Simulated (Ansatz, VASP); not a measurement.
Two plane-wave programs on Si2I

```
Si I
1.0
     4.93724    0.00000    0.00000
     0.00000    9.91581    0.00000
     0.00000    0.00000    3.45969
Si I
4 2
Direct
  0.40506 0.88791 0.50000
  0.90506 0.61209 0.00000
  0.59494 0.11209 0.50000
  0.09494 0.38791 0.00000
  0.50000 0.50000 0.50000
  0.00000 0.00000 0.00000
```

Alike in both runs: functional PBE; k mesh 8 × 4 × 12; occupations gaussian, width 0.1 eV; no spin polarisation.

Ansatz relaxed the structure, and its values are those at the end. VASP's run is a single point on that final structure, the one shown.

|  | VASP | Ansatz |
| --- | --- | --- |
| version | VASP 6.6.1 | Ansatz 0.2.0 |
| potentials or method | VASP PAW PBE potentials, release 64 (Si, I), cutoff 520 eV | scalar-relativistic, plane waves, PAW |
| valence electrons in the cell | 30 | 50 |

```tsv
	VASP	Ansatz	Ansatz less VASP
gap on the k mesh at the Fermi level (eV)	none	none	-
pressure (GPa)	0.0	0.0	+0.03
rms of the force components (eV/Å)	0.005	0.001	-0.0036
```

A gap of «none» marks a metal or a gap that the smearing closes. With one functional, cell and mesh, what is left measures potentials, basis and numerics. VASP's potentials hold 30 valence electrons a cell and Ansatz's 50, so a difference there can come from the potentials and not from the codes.

Spin-orbit coupling is off throughout.
